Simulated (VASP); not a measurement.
Here is a VASP 6.6.1 calculation.

The input INCAR:

```
PREC = Accurate ; ENCUT = 520
EDIFF = 1E-7 ; ISMEAR = -1
SIGMA = 0.1 ; LREAL = False
LASPH = True ; NELM = 150
ALGO = Normal ; ISIF = 2
LWAVE = False ; LCHARG = False
ISPIN = 2 ; MAGMOM = 2.08 -2.08
LORBIT = 11 ; LMAXMIX = 4
LDAU = True ; LDAUTYPE = 2
LDAUL = 2 ; LDAUU = 6.2
LDAUJ = 0 ; LDAUPRINT = 1
GGA = PE ; ISYM = 0
NBANDS = 20
```

File KPOINTS:

```
Automatic mesh
0
Gamma
  6 12 12
```

Contents of POSCAR:

```
Co
1.0
    0.0000000000      3.5730000000      3.5730000000
    1.7865000000      0.0000000000      1.7865000000
    1.7865000000      1.7865000000      0.0000000000
Co
2
Direct
    0.0000000000      0.0000000000      0.0000000000
    0.5000000000      0.0000000000      0.0000000000
```

Potentials or basis: VASP PAW PBE potentials, release 64 (Co).

Launch:

```sh
$ cat potpaw_PBE.64/Co/POTCAR > POTCAR
$ mpirun -np 1 vasp_std > vasp.out
```

**Question.** What does it give for the site moments?

**Answer.** Co +1.92, -1.92 μB.

**Question.** What does it give for the net moment?

**Answer.** 0.00 μB per cell.

Stress tensor (GPa, compression positive):
```
23.15 -9.02 -9.01
-9.02 23.15  9.02
-9.01  9.02 23.13
```

Caveat: the cell stands under pressure; the antiferromagnetic order is the one typed at the start, and another may lie lower; the U is typed as a test and isn't derived for this compound. The state reached can hang on the start; a lower one may exist.
